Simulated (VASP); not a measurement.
**SrLiH3: single point with PBE**

Crystal: SrLiH3.

```
Li Sr H
1.0
     4.63079    0.00000   -0.04631
     0.00000    4.63079    0.00000
    -0.04631    0.00000    4.63079
Li Sr H
1 1 3
Cartesian
  0.0000 0.0000 0.0000
  2.2922 2.3154 2.2922
  -0.0232 2.3154 2.3154
  2.2922 0.0000 2.2922
  2.3154 2.3154 -0.0232
```

This cell differs from its parent crystal: strain -0.0200 x Voigt [0, 0, 0, 0, 1, 0].

* Program: VASP 6.6.1
* Task: single point
* Functional: PBE
* Potentials or basis: VASP PAW PBE potentials, release 64 (Li_sv, Sr_sv, H)
* Cutoff: 520 eV
* k mesh: 6 × 6 × 6
* Occupations: gaussian, width 0.05 eV
* Spin: no spin polarisation
* Dipole correction: no
* Further INCAR settings: ALGO = Normal; EDIFF = 1e-06; NBANDS = 16

- Band gap on the k mesh: 1.79 eV (least direct gap 2.20 eV)

Levels at points of the mesh, in eV from the valence-band top:
```csv
k point,band 6,band 7,band 8,band 9,band 10,band 11
"(0.00, 0.00, 0.00)",-3.12,-0.97,-0.97,5.14,5.14,5.17
"(0.50, 0.00, 0.00)",-2.28,-0.89,-0.83,3.86,4.63,4.63
"(0.00, 0.50, 0.00)",-2.28,-0.90,-0.83,3.86,4.57,4.69
"(0.50, 0.50, 0.00)",-1.40,-0.46,-0.46,1.79,5.09,5.09
"(0.50, 0.00, 0.50)",-1.40,-0.50,-0.41,1.79,5.09,5.10
"(0.50, 0.50, 0.50)",-0.08,-0.04,0.00,2.40,2.41,2.43
```

Run time: 32 s on 1 thread of Intel(R) Xeon(R) Platinum 8559C (Emerald Rapids) (shared host), peak memory 0.25 GiB.

Caveat: the cell differs from its parent crystal (strain -0.0200 x Voigt [0, 0, 0, 0, 1, 0]). A k mesh can miss the band edges.
